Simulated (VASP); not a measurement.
# Rh (I4/mmm) in VASP: further runs, part 2 of 2

VASP 6.6.1. Earlier steps stand in the parts before.

## Step 4: Single point, r2SCAN (strain +0.015 along x and y, +0.030 along z)

Contents of POSCAR:

```
Rh
1.0
    0.0000000000      1.9300732500      1.9585965000
    1.9300732500      0.0000000000      1.9585965000
    1.9300732500      1.9300732500      0.0000000000
Rh
1
Direct
    0.0000000000      0.0000000000      0.0000000000
```

Contents of INCAR.step1:

```
SYSTEM = Rh
PREC = Accurate
ENCUT = 520
ISMEAR = 0
SIGMA = 0.15
LREAL = .False.
LASPH = .True.
NELM = 60
NBANDS = 14
GGA = PE
ALGO = Normal
EDIFF = 1E-4
LWAVE = .True.
LCHARG = .False.
```

Contents of INCAR.step2:

```
SYSTEM = Rh
PREC = Accurate
ENCUT = 520
EDIFF = 1E-6
ISMEAR = 0
SIGMA = 0.15
LREAL = .False.
LASPH = .True.
NELM = 60
ALGO = Normal
ISIF = 2
LWAVE = .False.
LCHARG = .False.
METAGGA = R2SCAN
LMIXTAU = .True.
NBANDS = 14
ISTART = 1
```

Contents of KPOINTS:

```
regular mesh
0
Gamma
  8 8 8
  0 0 0
```

Potentials or basis: VASP PAW PBE potentials, release 64 (Rh_pv).

Command:

```bash
cat potpaw_PBE.64/Rh_pv/POTCAR > POTCAR
cp INCAR.step1 INCAR
mpirun -np 1 vasp_std > vasp.out
cp INCAR.step2 INCAR
mpirun -np 1 vasp_std > vasp.out
```

OUTCAR:

```text
SYSTEM = Rh
   PREC = Accurate
   ENCUT = 520
   EDIFF = 1E-6
   ISMEAR = 0
   LREAL = .False.
   LASPH = .True.
   NELM = 60
   ISIF = 2
   METAGGA = R2SCAN
   ISTART = 1

 ion  position               nearest neighbor table
   1  0.000  0.000  0.000-

  LATTYP: Found a body centered tetragonal cell.
 ALAT       =     2.7295357665
 C/A-ratio  =     1.4351132702

  Lattice vectors:

 A1 = (  -1.9300732500,   0.0000000000,   1.9585965000)
 A2 = (   1.9300732500,   0.0000000000,   1.9585965000)
 A3 = (   0.0000000000,   1.9300732500,  -1.9585965000)

Analysis of symmetry for initial positions (statically):
=====================================================================
 Subroutine PRICEL returns:
 Original cell was already a primitive cell.

 Routine SETGRP: Setting up the symmetry group for a
 body centered tetragonal supercell.

 Subroutine GETGRP returns: Found 16 space group operations
 (whereof 16 operations were pure point group operations)
 out of a pool of 16 trial point group operations.

The static configuration has the point symmetry D_4h.

Analysis of symmetry for dynamics (positions and initial velocities):
=====================================================================
 Subroutine PRICEL returns:
 Original cell was already a primitive cell.

 Routine SETGRP: Setting up the symmetry group for a
 body centered tetragonal supercell.

 Subroutine GETGRP returns: Found 16 space group operations
 (whereof 16 operations were pure point group operations)
 out of a pool of 16 trial point group operations.

The dynamic configuration has the point symmetry D_4h.

 Subroutine INISYM returns: Found 16 space group operations
 (whereof 16 operations are pure point group operations),
 and found     1 'primitive' translations

----------------------------------------------------------------------------------------

                                     Primitive cell

  volume of cell :      14.5923

[... 109 lines left out ...]
  Thomas-Fermi vector in A             =   2.740855
   LORBIT       =      0    0 simple, 1 ext, 2 COOP (PROOUT), +10 PAW based schemes
   METAGGA = R2SCAN    functional components
   LHFCALC =     F    Hartree Fock is set to
   AEXX    =    0.0000 exact exchange contribution
   IVDW    =     0    specifies the selected vdW correction
   LEPSILON=     F    determine dielectric tensor
   LRPA    =     F    only Hartree local field effects (RPA)
 non-spin polarized calculation
 Gauss-broadening in eV      SIGMA  =   0.15
  energy-cutoff  :      520.00
  volume of cell :       14.59
 maximum number of plane-waves:       401
   NGX = 11   NGY = 11   NGZ = 11

 number of electron      14.9999994 magnetization

 Free energy of the ion-electron system (eV)
  ---------------------------------------------------
  ext. energy  EPLUGINS =         0.00000000
  ---------------------------------------------------
  free energy    TOTEN  =       -24.08442576 eV

  energy without entropy =      -24.06266876  energy(sigma->0) =      -24.07354726

 E-fermi :  10.7158     XC(G=0): -14.7517

 val. band max:       10.7001792513   @ k =  -0.3750   0.2500   0.0000
 cond. band min:      10.7386543145   @ k =   0.3750   0.0000   0.0000
 fundamental gap:      0.0384750632
 Fermi energy:        10.7158387407

 k-point     1 :       0.0000    0.0000    0.0000
  band No.  band energies     occupation
      1     -36.9798      2.00000
      2     -36.9737      2.00000
      3     -36.9737      2.00000
      4       2.9491      2.00000
      5       7.7050      2.00000
      6       7.8586      2.00000
      7       7.8586      2.00000
      8       9.6168      2.00000
      9       9.7951      2.00000
     10      27.4033      0.00000
     11      28.2206      0.00000
     12      32.5322      0.00000
     13      32.9535      0.00000
     14      32.9536      0.00000
[... 377 lines left out ...]
      1     -37.4535      2.00000
      2     -37.0859      2.00000
      3     -37.0771      2.00000
      4       5.3897      2.00000
      5       7.6111      2.00000
      6       7.8939      2.00000
      7       8.3467      2.00000
      8      10.9269      0.04658
      9      11.2626      0.00000
     10      23.3449      0.00000
     11      28.2208      0.00000
     12      28.5155      0.00000
     13      31.3228      0.00000
     14      33.1586      0.00000

 [... further k-points ...]
[... 5 lines left out ...]
  --------------------------------------------------------------------------------------
  -------------------------------------------------------------------------------------
  Total       -1.1084297     -1.1084297     -1.3746576      0.0000000      0.0000000     -0.0000000
  in kB     -121.7015706   -121.7015706   -150.9324307      0.0000000      0.0000000     -0.0000000
  external PRESSURE =    -131.4451906 kB  Pullay stress =       0.0000000 kB

 VOLUME and BASIS-vectors are now :
 -----------------------------------------------------------------------------
  energy-cutoff  :      520.00
  volume of cell :       14.59
      direct lattice vectors                 reciprocal lattice vectors
     0.000000000  1.930073250  1.958596500    -0.259057525  0.259057525  0.255284843
     1.930073250  0.000000000  1.958596500     0.259057525 -0.259057525  0.255284843
     1.930073250  1.930073250  0.000000000     0.259057525  0.259057525 -0.255284843

 POSITION                                       TOTAL-FORCE (eV/Angst)
 -----------------------------------------------------------------------------------
      0.00000      0.00000      0.00000         0.000000      0.000000      0.000000
 -----------------------------------------------------------------------------------
    total drift:                                0.000000      0.000000      0.000000

  FREE ENERGIE OF THE ION-ELECTRON SYSTEM (eV)
  ---------------------------------------------------
  free  energy   TOTEN  =       -24.0844257581 eV

  energy  without entropy=      -24.0626687621  energy(sigma->0) =      -24.07354726
```

OSZICAR.step1:

```text
N       E                     dE             d eps       ncg     rms          rms(c)
DAV:   1     0.120638574164E+03    0.12064E+03   -0.87881E+03  1672   0.113E+03
DAV:   2    -0.607756707156E+01   -0.12672E+03   -0.12093E+03  1778   0.339E+02
DAV:   3    -0.770542548661E+01   -0.16279E+01   -0.16249E+01  1970   0.423E+01
DAV:   4    -0.771191469282E+01   -0.64892E-02   -0.64889E-02  1940   0.273E+00
DAV:   5    -0.771197503381E+01   -0.60341E-04   -0.60335E-04  1982   0.234E-01    0.882E+00
DAV:   6    -0.723776311522E+01    0.47421E+00   -0.98921E-01  1874   0.127E+01    0.297E+00
DAV:   7    -0.722824282810E+01    0.95203E-02   -0.12280E-02  1820   0.111E+00    0.155E+00
DAV:   8    -0.722530699495E+01    0.29358E-02   -0.19514E-03  1856   0.598E-01    0.938E-02
DAV:   9    -0.722527383867E+01    0.33156E-04   -0.31083E-05   988   0.706E-02
   1 F= -.72252738E+01 E0= -.72130702E+01  d E =-.244073E-01
```

Wall time 29 s (1 thread of Intel Xeon 6975P-C, shared host); peak memory 0.13 GiB.

Results:

```
Free energy : -24.0844 eV
Pressure    : -13.1 GPa
```

Caveat: the cell differs from its parent crystal (strain +0.015 along x and y, +0.030 along z); the PAW data sets were made with another functional, which shifts forces and pressure a little.

## Step 5: Single point, r2SCAN (strain +0.030 along x and y, +0.015 along z)

Contents of POSCAR:

```
Rh
1.0
    0.0000000000      1.9585965000      1.9300732500
    1.9585965000      0.0000000000      1.9300732500
    1.9585965000      1.9585965000      0.0000000000
Rh
1
Direct
    0.0000000000      0.0000000000      0.0000000000
```

Contents of INCAR.step1:

```
SYSTEM = Rh
ALGO = Normal
EDIFF = 1E-4
ENCUT = 520
GGA = PE
ISMEAR = 0
LASPH = .TRUE.
LCHARG = .FALSE.
LREAL = .FALSE.
LWAVE = .TRUE.
NBANDS = 14
NELM = 80
PREC = Accurate
SIGMA = 0.15
```

Contents of INCAR.step2:

```
SYSTEM = Rh
ALGO = Normal
EDIFF = 1E-6
ENCUT = 520
ISIF = 2
ISMEAR = 0
ISTART = 1
LASPH = .TRUE.
LCHARG = .TRUE.
LELF = .TRUE.
LMIXTAU = .TRUE.
LREAL = .FALSE.
LVHAR = .TRUE.
LWAVE = .FALSE.
METAGGA = R2SCAN
NBANDS = 14
NELM = 80
PREC = Accurate
SIGMA = 0.15
```

Contents of KPOINTS:

```
k-points
0
G
  8 8 8
  0 0 0
```

Command:

```bash
cat potpaw_PBE.64/Rh_pv/POTCAR > POTCAR
cp INCAR.step1 INCAR
mpirun -np 1 vasp_std > vasp.out
cp INCAR.step2 INCAR
mpirun -np 1 vasp_std > vasp.out
```

Run time: 32 s. Hardware: 1 thread of Intel Xeon 6975P-C, shared host; peak memory 0.14 GiB.

The run converged. Its results:

| Property | Result |
| --- | --- |
| Free energy | -24.0649 eV |
| Pressure | -16.1 GPa |

Stress tensor (GPa, compression positive):
```
-16.98   0.00   0.00
  0.00 -16.98   0.00
  0.00   0.00 -14.23
```

Levels at points of the mesh, in eV from the Fermi level:
```tsv
k point	band 3	band 4	band 5	band 6	band 7	band 8	band 9	band 10	band 11	band 12
(0.00, 0.00, 0.00)	-47.66	-7.66	-2.89	-2.89	-2.74	-1.07	-0.90	16.69	17.53	21.87
(0.50, 0.00, 0.00)	-47.74	-5.75	-3.02	-2.87	0.45	0.53	0.96	8.30	16.23	17.53
(0.50, 0.50, 0.00)	-47.90	-5.88	-5.55	0.41	0.91	0.91	3.56	12.18	13.33	13.33
(0.50, 0.00, 0.50)	-47.88	-5.88	-5.53	0.42	0.83	0.96	3.25	11.77	13.54	13.67
```

Caveat: the cell differs from its parent crystal (strain +0.030 along x and y, +0.015 along z); the PAW data sets were made with another functional, which shifts forces and pressure a little.

## Step 6: Overview

| cell | gap on the mesh (eV) | pressure (GPa) |
| --- | --- | --- |
| a = 2.710, b = 2.710, c = 2.770 Å, angles 59.3, 59.3, 61.5°, 1 atom | none | -9.6 |
| a = 2.730, b = 2.730, c = 2.770 Å, angles 59.5, 59.5, 61.0°, 1 atom | none | -13.0 |
| a = 2.750, b = 2.750, c = 2.730 Å, angles 60.2, 60.2, 59.5°, 1 atom | none | -13.1 |
| a = 2.750, b = 2.750, c = 2.770 Å, angles 59.8, 59.8, 60.5°, 1 atom | none | -16.1 |

Alike in all rows: task single point; level r2SCAN; potentials or basis VASP PAW PBE potentials, release 64 (Rh_pv); no spin polarisation; k mesh 8 × 8 × 8; cutoff (eV) 520; smearing gaussian 0.15 eV.

Caveats: the PAW data sets were made with another functional, which shifts forces and pressure a little.

Absolute energies hang on the potentials; compare differences alone.
